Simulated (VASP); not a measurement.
# ZnO (P6_3mc) in VASP: settings compared

Aim: see how the results for ZnO move with the level of theory and the settings. Levels: PBE, HSE06. Tasks: single point.

Program: VASP 6.6.1. These are calculated values, not measurements. Logs are shortened: lines on timing, memory, paths and dates and some standing lists are left out, and cuts for length are marked.

**1. The cell of the first run**

Symmetry: P6_3mc, No. 186, hexagonal system. Conventional cell: a = 3.235 Å, b = 3.235 Å, c = 5.211 Å, α = 90.00°, β = 90.00°, γ = 120.00°. Within 2.6 Å of Zn (site symmetry 3m) lie 4 O at 1.97 to 1.98 Å. Within 2.6 Å of O (site symmetry 3m) lie 4 Zn at 1.97 to 1.98 Å.

**2. Single point, PBE**

File INCAR:

```
PREC = Accurate
ENCUT = 700
EDIFF = 1E-6
ISMEAR = 0
SIGMA = 0.01
LREAL = False
LASPH = True
NELM = 120
ALGO = Normal
ISIF = 2
LWAVE = False
LCHARG = False
GGA = PE
NBANDS = 26
ISYM = -1
GGA_COMPAT = False
```

File KPOINTS:

```
explicit points
72
Reciprocal
  0.08333333   0.08333333   0.12500000 2
  0.08333333   0.08333333   0.37500000 2
  0.08333333   0.08333333   0.62500000 2
  0.08333333   0.08333333   0.87500000 2
  0.08333333   0.25000000   0.12500000 2
  0.08333333   0.25000000   0.37500000 2
  0.08333333   0.25000000   0.62500000 2
  0.08333333   0.25000000   0.87500000 2
  0.08333333   0.41666667   0.12500000 2
  0.08333333   0.41666667   0.37500000 2
  0.08333333   0.41666667   0.62500000 2
  0.08333333   0.41666667   0.87500000 2
  0.08333333   0.58333333   0.12500000 2
  0.08333333   0.58333333   0.37500000 2
  0.08333333   0.58333333   0.62500000 2
  0.08333333   0.58333333   0.87500000 2
  0.08333333   0.75000000   0.12500000 2
  0.08333333   0.75000000   0.37500000 2
  0.08333333   0.75000000   0.62500000 2
  0.08333333   0.75000000   0.87500000 2
  0.08333333   0.91666667   0.12500000 2
  0.08333333   0.91666667   0.37500000 2
  0.08333333   0.91666667   0.62500000 2
  0.08333333   0.91666667   0.87500000 2
  0.25000000   0.08333333   0.12500000 2
  0.25000000   0.08333333   0.37500000 2
  0.25000000   0.08333333   0.62500000 2
  0.25000000   0.08333333   0.87500000 2
  0.25000000   0.25000000   0.12500000 2
  0.25000000   0.25000000   0.37500000 2
  0.25000000   0.25000000   0.62500000 2
  0.25000000   0.25000000   0.87500000 2
  0.25000000   0.41666667   0.12500000 2
  0.25000000   0.41666667   0.37500000 2
  0.25000000   0.41666667   0.62500000 2
  0.25000000   0.41666667   0.87500000 2
  0.25000000   0.58333333   0.12500000 2
  0.25000000   0.58333333   0.37500000 2
  0.25000000   0.58333333   0.62500000 2
  0.25000000   0.58333333   0.87500000 2
  0.25000000   0.75000000   0.12500000 2
  0.25000000   0.75000000   0.37500000 2
  0.25000000   0.75000000   0.62500000 2
  0.25000000   0.75000000   0.87500000 2
  0.25000000   0.91666667   0.12500000 2
  0.25000000   0.91666667   0.37500000 2
  0.25000000   0.91666667   0.62500000 2
  0.25000000   0.91666667   0.87500000 2
  0.41666667   0.08333333   0.12500000 2
  0.41666667   0.08333333   0.37500000 2
  0.41666667   0.08333333   0.62500000 2
  0.41666667   0.08333333   0.87500000 2
  0.41666667   0.25000000   0.12500000 2
  0.41666667   0.25000000   0.37500000 2
  0.41666667   0.25000000   0.62500000 2
  0.41666667   0.25000000   0.87500000 2
  0.41666667   0.41666667   0.12500000 2
  0.41666667   0.41666667   0.37500000 2
  0.41666667   0.41666667   0.62500000 2
  0.41666667   0.41666667   0.87500000 2
  0.41666667   0.58333333   0.12500000 2
  0.41666667   0.58333333   0.37500000 2
  0.41666667   0.58333333   0.62500000 2
  0.41666667   0.58333333   0.87500000 2
  0.41666667   0.75000000   0.12500000 2
  0.41666667   0.75000000   0.37500000 2
  0.41666667   0.75000000   0.62500000 2
  0.41666667   0.75000000   0.87500000 2
  0.41666667   0.91666667   0.12500000 2
  0.41666667   0.91666667   0.37500000 2
  0.41666667   0.91666667   0.62500000 2
  0.41666667   0.91666667   0.87500000 2
```

File POSCAR:

```
ZnO
1.0
    3.2353522072      0.0000000000      0.0000000000
   -1.6176761036      2.8018972017      0.0000000000
    0.0000000000      0.0000000000      5.2109131099
Zn O
2 2
Direct
    0.3333333333      0.6666666667      0.4996551081
    0.6666666667      0.3333333333     -0.0003448919
    0.6666666667      0.3333333333      0.3793548919
    0.3333333333      0.6666666667      0.8793548919
```

Potentials or basis: VASP PAW PBE potentials, release 64 (Zn, O).

Command:

```
cat potpaw_PBE.64/Zn/POTCAR potpaw_PBE.64/O/POTCAR > POTCAR
mpirun -np 1 vasp_std > vasp.out
```

OUTCAR:

```text
PREC = Accurate
   ENCUT = 700
   EDIFF = 1E-6
   ISMEAR = 0
   LREAL = False
   LASPH = True
   NELM = 120
   ISIF = 2
   GGA = PE
   ISYM = -1

 ion  position               nearest neighbor table
   1  0.333  0.667  0.500-   3 1.97   3 1.97   3 1.97   4 1.98
   2  0.667  0.333  1.000-   4 1.97   4 1.97   4 1.97   3 1.98
   3  0.667  0.333  0.379-   1 1.97   1 1.97   1 1.97   2 1.98
   4  0.333  0.667  0.879-   2 1.97   2 1.97   2 1.97   1 1.98

IMPORTANT INFORMATION: All symmetrisations will be switched off!
NOSYMM: (Re-)initialisation of all symmetry stuff for point group C_1.

----------------------------------------------------------------------------------------

                                     Primitive cell

  volume of cell :      47.2376

  direct lattice vectors                    reciprocal lattice vectors
     3.235352207  0.000000000  0.000000000     0.309085359  0.178450515  0.000000000
    -1.617676104  2.801897202  0.000000000     0.000000000  0.356901031  0.000000000
     0.000000000  0.000000000  5.210913110     0.000000000  0.000000000  0.191904946

  length of vectors
     3.235352207  3.235352207  5.210913110     0.356901031  0.356901031  0.191904946

  position of ions in fractional coordinates (direct lattice)
     0.333333333  0.666666667  0.499655108
     0.666666667  0.333333333  0.999655108
     0.666666667  0.333333333  0.379354892
     0.333333333  0.666666667  0.879354892

  ion indices of the primitive-cell ions
   primitive index   ion index
                 1           1
                 2           2
                 3           3
                 4           4

----------------------------------------------------------------------------------------

 KPOINTS: explicit points

Read explicit list of k-points.

 Found     72 k-points:

 Following reciprocal coordinates:
            Coordinates               Weight
  0.083333  0.083333  0.125000      0.013889
  0.083333  0.083333  0.375000      0.013889
  0.083333  0.083333  0.625000      0.013889
  0.083333  0.083333  0.875000      0.013889
  0.083333  0.250000  0.125000      0.013889
  0.083333  0.250000  0.375000      0.013889
[... 16 lines left out ...]
  0.083333  0.916667  0.625000      0.013889
  0.083333  0.916667  0.875000      0.013889
 [... further k-points ...]
   k-points           NKPTS =     72   k-points in BZ     NKDIM =     72   number of bands    NBANDS=     26
   number of dos      NEDOS =    301   number of ions     NIONS =      4
   total plane-waves  NPLWV =  37632
   dimension x,y,z NGX =    28 NGY =   28 NGZ =   48
   dimension x,y,z NGXF=    56 NGYF=   56 NGZF=   96
   ions per type =               2   2
   NGX,Y,Z   is equivalent  to a cutoff of  14.39, 14.39, 15.31 a.u.
   NGXF,Y,Z  is equivalent  to a cutoff of  28.78, 28.78, 30.63 a.u.
 SYSTEM =  unknown system
   PREC   = accura    normal or accurate (medium, high low for compatibility)
   ISTART =      0    job   : 0-new  1-cont  2-samecut
   ICHARG =      2    charge: 1-file 2-atom 10-const
   ISPIN  =      1    spin polarized calculation?
   LNONCOLLINEAR =      F non collinear calculations
   LSORBIT =      F    spin-orbit coupling
   LASPH  =      T    aspherical Exc in radial PAW
   ENCUT  =  700.0 eV  51.45 Ry    7.17 a.u.   6.98  6.98 11.24*2*pi/ulx,y,z
   NELM   =    120;   NELMIN=  2; NELMDL= -5     # of ELM steps
   EDIFF  = 0.1E-05   stopping-criterion for ELM
   LREAL  =      F    real-space projection
   EDIFFG = 0.1E-04   stopping-criterion for IOM
   NSW    =      0    number of steps for IOM
   IBRION =     -1    ionic relax: 0-MD 1-quasi-New 2-CG
   NFREE  =      0    steps in history (QN), initial steepest desc. (CG)
   ISIF   =      2    stress and relaxation
   ISYM   =     -1    0-nonsym 1-usesym 2-fastsym
   POTIM  = 0.5000    time-step for ionic-motion
   TEBEG  =    0.0;   TEEND  =   0.0 temperature during run
   PSTRESS=    0.0 pullay stress
   NELECT =      36.0000    total number of electrons
   NUPDOWN=      -1.0000    fix difference up-down
   EMIN   =  10.00;   EMAX   =-10.00  energy-range for DOS
   EFERMI =   0.00;   METHOD = LEGACY
   ISMEAR =     0;   SIGMA  =   0.01  broadening in eV -4-tet -1-fermi 0-gaus
   EFERMI_NEDOS =   21; number of points for ismear=-14 and -15
   IALGO  =     38    algorithm
   IMIX   =      4    mixing-type and parameters
     AMIX     =   0.40;   BMIX     =  1.00
     AMIX_MAG =   1.60;   BMIX_MAG =  1.00
  volume/ion in A,a.u.               =      11.81        79.69
  Fermi-wavevector in a.u.,A,eV,Ry     =   1.495362  2.825825 30.424107  2.236109
  Thomas-Fermi vector in A             =   2.607517
   LORBIT       =      0    0 simple, 1 ext, 2 COOP (PROOUT), +10 PAW based schemes
   GGA     = PE    functional components
   LHFCALC =     F    Hartree Fock is set to
   AEXX    =    0.0000 exact exchange contribution
   IVDW    =     0    specifies the selected vdW correction
   LEPSILON=     F    determine dielectric tensor
   LRPA    =     F    only Hartree local field effects (RPA)
 non-spin polarized calculation
 Gauss-broadening in eV      SIGMA  =   0.01
  energy-cutoff  :      700.00
  volume of cell :       47.24
 maximum number of plane-waves:      2000
 NGX is ok and might be reduce to    28
   NGX = 13   NGY = 13   NGZ = 23

 number of electron      35.9999997 magnetization

 Free energy of the ion-electron system (eV)
  ---------------------------------------------------
  ext. energy  EPLUGINS =         0.00000000
  ---------------------------------------------------
  free energy    TOTEN  =       -17.81904304 eV

  energy without entropy =      -17.81904304  energy(sigma->0) =      -17.81904304

 E-fermi :   1.3373     XC(G=0): -10.9520

 val. band max:        1.1909581938   @ k =   0.0833   0.9167   0.1250
 cond. band min:       2.8985035705   @ k =   0.0833   0.9167   0.1250
 fundamental gap:      1.7075453768
 Fermi energy:         1.3373383640

 k-point     1 :       0.0833    0.0833    0.1250
  band No.  band energies     occupation
      1     -16.7439      2.00000
      2     -16.1251      2.00000
      3      -4.5909      2.00000
      4      -4.4667      2.00000
      5      -4.3577      2.00000
      6      -4.3554      2.00000
[... 18 lines left out ...]
     25      14.6635      0.00000
     26      15.6614      0.00000

 k-point     2 :       0.0833    0.0833    0.3750
  band No.  band energies     occupation
      1     -16.5674      2.00000
      2     -16.3110      2.00000
      3      -4.7136      2.00000
      4      -4.7094      2.00000
      5      -4.3602      2.00000
      6      -4.3549      2.00000
[... 18 lines left out ...]
     25      14.4544      0.00000
     26      14.9255      0.00000

 k-point     3 :       0.0833    0.0833    0.6250
  band No.  band energies     occupation
      1     -16.5674      2.00000
      2     -16.3110      2.00000
      3      -4.7136      2.00000
      4      -4.7094      2.00000
      5      -4.3602      2.00000
      6      -4.3549      2.00000
[... 18 lines left out ...]
     25      14.4544      0.00000
     26      14.9255      0.00000

 k-point     4 :       0.0833    0.0833    0.8750
  band No.  band energies     occupation
      1     -16.7439      2.00000
      2     -16.1251      2.00000
      3      -4.5909      2.00000
      4      -4.4667      2.00000
      5      -4.3577      2.00000
      6      -4.3554      2.00000
[... 18 lines left out ...]
     25      14.6635      0.00000
     26      15.6614      0.00000

 k-point     5 :       0.0833    0.2500    0.1250
  band No.  band energies     occupation
      1     -16.4473      2.00000
      2     -16.0106      2.00000
      3      -4.7541      2.00000
      4      -4.4619      2.00000
      5      -4.2748      2.00000
      6      -4.1354      2.00000
[... 18 lines left out ...]
     25      14.3219      0.00000
     26      15.7806      0.00000

 k-point     6 :       0.0833    0.2500    0.3750
  band No.  band energies     occupation
      1     -16.3179      2.00000
      2     -16.1366      2.00000
      3      -4.8460      2.00000
      4      -4.7588      2.00000
      5      -4.2187      2.00000
      6      -4.1712      2.00000
[... 427 lines left out ...]
 k-point    21 :       0.0833    0.9167    0.1250
  band No.  band energies     occupation
      1     -16.8171      2.00000
      2     -16.1590      2.00000
      3      -4.5280      2.00000
      4      -4.4579      2.00000
      5      -4.4373      2.00000
      6      -4.3954      2.00000
[... 18 lines left out ...]
     25      14.9240      0.00000
     26      15.4503      0.00000

 k-point    22 :       0.0833    0.9167    0.3750
  band No.  band energies     occupation
      1     -16.6307      2.00000
      2     -16.3582      2.00000
      3      -4.6952      2.00000
      4      -4.6523      2.00000
      5      -4.4000      2.00000
      6      -4.3984      2.00000
[... 18 lines left out ...]
     25      14.3845      0.00000
     26      14.8280      0.00000

 k-point    23 :       0.0833    0.9167    0.6250
  band No.  band energies     occupation
      1     -16.6307      2.00000
      2     -16.3582      2.00000
      3      -4.6952      2.00000
      4      -4.6523      2.00000
      5      -4.4000      2.00000
      6      -4.3984      2.00000
[... 18 lines left out ...]
     25      14.3845      0.00000
     26      14.8280      0.00000

 k-point    24 :       0.0833    0.9167    0.8750
  band No.  band energies     occupation
      1     -16.8171      2.00000
      2     -16.1590      2.00000
      3      -4.5280      2.00000
      4      -4.4579      2.00000
      5      -4.4373      2.00000
      6      -4.3954      2.00000
[... 18 lines left out ...]
     25      14.9240      0.00000
     26      15.4503      0.00000

 [... further k-points ...]
[... 5 lines left out ...]
  --------------------------------------------------------------------------------------
  -------------------------------------------------------------------------------------
  Total        2.0470473      2.0522806      2.0894074      0.0045287     -0.0000002      0.0000000
  in kB       69.4305910     69.6080922     70.8673360      0.1536029     -0.0000054      0.0000015
  external PRESSURE =      69.9686731 kB  Pullay stress =       0.0000000 kB

 VOLUME and BASIS-vectors are now :
 -----------------------------------------------------------------------------
  energy-cutoff  :      700.00
  volume of cell :       47.24
      direct lattice vectors                 reciprocal lattice vectors
     3.235352207  0.000000000  0.000000000     0.309085359  0.178450515  0.000000000
    -1.617676104  2.801897202  0.000000000     0.000000000  0.356901031  0.000000000
     0.000000000  0.000000000  5.210913110     0.000000000  0.000000000  0.191904946

 POSITION                                       TOTAL-FORCE (eV/Angst)
 -----------------------------------------------------------------------------------
     -0.00000      1.86793      2.60366         0.000351     -0.000201      0.004241
      1.61768      0.93397      5.20912        -0.000350      0.000201      0.004243
      1.61768      0.93397      1.97679         0.000150     -0.000086     -0.004242
     -0.00000      1.86793      4.58224        -0.000150      0.000087     -0.004242
 -----------------------------------------------------------------------------------
    total drift:                                0.000000      0.000000     -0.000741

  FREE ENERGIE OF THE ION-ELECTRON SYSTEM (eV)
  ---------------------------------------------------
  free  energy   TOTEN  =       -17.8190430365 eV

  energy  without entropy=      -17.8190430365  energy(sigma->0) =      -17.81904304
```

It took 1.8 min on 1 thread of AMD EPYC 7R13 (Zen 3), shared host; peak memory 0.22 GiB.

What came out:

```
Free energy            : -17.8190 eV
Pressure               : 7.0 GPa
Largest force          : 0.004 eV/Å
Band gap on the k mesh : 1.71 eV
```

Forces in eV/Å, atoms in the order of the input:
```
Zn   0.000  0.000  0.004
Zn   0.000  0.000  0.004
O    0.000  0.000 -0.004
O    0.000  0.000 -0.004
```

Stress tensor (GPa, compression positive):
```
6.94 0.02 0.00
0.02 6.96 0.00
0.00 0.00 7.09
```

Caveat: the cell stands under pressure; a shifted mesh leaves out Γ, where band edges can lie. A k mesh can miss the band edges.

**3. Single point, HSE06**

POSCAR is that of step 2.

File INCAR.step1:

```
ALGO = Normal
EDIFF = 1E-5
ENCUT = 520
GGA = PE
ISIF = 2
ISMEAR = 0
LASPH = True
LCHARG = False
LREAL = False
LWAVE = True
NBANDS = 26
NELM = 60
PREC = Accurate
SIGMA = 0.01
```

File INCAR.step2:

```
ALGO = Normal
EDIFF = 1E-7
ENCUT = 520
GGA = PE
HFSCREEN = 0.2079
ISIF = 2
ISMEAR = 0
ISTART = 1
LASPH = True
LCHARG = False
LHFCALC = True
LREAL = False
LWAVE = False
NBANDS = 26
NELM = 60
PREC = Accurate
PRECFOCK = Normal
SIGMA = 0.01
```

File KPOINTS:

```
k-points
0
Gamma
  6 6 2
```

Potentials or basis: VASP PAW PBE potentials, release 64 (Zn, O).

Command:

```
cat potpaw_PBE.64/Zn/POTCAR potpaw_PBE.64/O/POTCAR > POTCAR
cp INCAR.step1 INCAR
mpirun -np 1 vasp_std > vasp.out
cp INCAR.step2 INCAR
mpirun -np 1 vasp_std > vasp.out
```

OUTCAR:

```text
EDIFF = 1E-7
   ENCUT = 520
   GGA = PE
   HFSCREEN = 0.2079
   ISIF = 2
   ISMEAR = 0
   ISTART = 1
   LASPH = True
   LHFCALC = True
   LREAL = False
   NELM = 60
   PREC = Accurate
   PRECFOCK = Normal

 ion  position               nearest neighbor table
   1  0.333  0.667  0.500-   3 1.97   3 1.97   3 1.97   4 1.98
   2  0.667  0.333  1.000-   4 1.97   4 1.97   4 1.97   3 1.98
   3  0.667  0.333  0.379-   1 1.97   1 1.97   1 1.97   2 1.98
[... 603 lines left out ...]

  FORCE on cell =-STRESS in cart. coord.  units (eV):
  Direction    XX          YY          ZZ          XY          YZ          ZX
  --------------------------------------------------------------------------------------
  -------------------------------------------------------------------------------------
  Total        0.8851954      0.8851954      0.7681364      0.0000000      0.0000000      0.0000000
  in kB       30.0235565     30.0235565     26.0532143      0.0000000      0.0000000      0.0000000
  external PRESSURE =      28.7001091 kB  Pullay stress =       0.0000000 kB

 VOLUME and BASIS-vectors are now :
 -----------------------------------------------------------------------------
  energy-cutoff  :      520.00
  volume of cell :       47.24
      direct lattice vectors                 reciprocal lattice vectors
     3.235352207  0.000000000  0.000000000     0.309085359  0.178450515  0.000000000
    -1.617676104  2.801897202  0.000000000     0.000000000  0.356901031  0.000000000
     0.000000000  0.000000000  5.210913110     0.000000000  0.000000000  0.191904946

 POSITION                                       TOTAL-FORCE (eV/Angst)
 -----------------------------------------------------------------------------------
     -0.00000      1.86793      2.60366         0.000000     -0.000000     -0.007051
      1.61768      0.93397      5.20912        -0.000000      0.000000     -0.007051
      1.61768      0.93397      1.97679        -0.000000      0.000000      0.007051
     -0.00000      1.86793      4.58224         0.000000     -0.000000      0.007051
 -----------------------------------------------------------------------------------
    total drift:                                0.000000      0.000001     -0.002225

  FREE ENERGIE OF THE ION-ELECTRON SYSTEM (eV)
  ---------------------------------------------------
  free  energy   TOTEN  =       -22.7087851268 eV

  energy  without entropy=      -22.7087851268  energy(sigma->0) =      -22.70878513
```

OUTCAR.step1:

```text
EDIFF = 1E-5
   ENCUT = 520
   GGA = PE
   ISIF = 2
[... 625 lines left out ...]
     -0.00000      1.86793      2.60366        -0.000000      0.000000      0.001877
      1.61768      0.93397      5.20912         0.000000     -0.000000      0.001877
      1.61768      0.93397      1.97679        -0.000000      0.000000     -0.001877
     -0.00000      1.86793      4.58224         0.000000     -0.000000     -0.001877
 -----------------------------------------------------------------------------------
    total drift:                                0.000000      0.000001     -0.001059

  FREE ENERGIE OF THE ION-ELECTRON SYSTEM (eV)
  ---------------------------------------------------
  free  energy   TOTEN  =       -17.8029498081 eV

  energy  without entropy=      -17.8029498081  energy(sigma->0) =      -17.80294981
```

Wall time 2 h (1 thread of Intel Xeon 8259CL, shared host); peak memory 0.28 GiB.

What came out:

```
Free energy            : -22.7088 eV
Pressure               : 2.9 GPa
Largest force          : 0.007 eV/Å
Band gap on the k mesh : 2.49 eV
```

Forces in eV/Å, atoms in the order of the input:
```
Zn   0.000  0.000 -0.007
Zn   0.000  0.000 -0.007
O    0.000  0.000  0.007
O    0.000  0.000  0.007
```

Caveat: the k points lie up to 0.60 Å⁻¹ apart; the PAW data sets were made with another functional, which shifts forces and pressure a little.
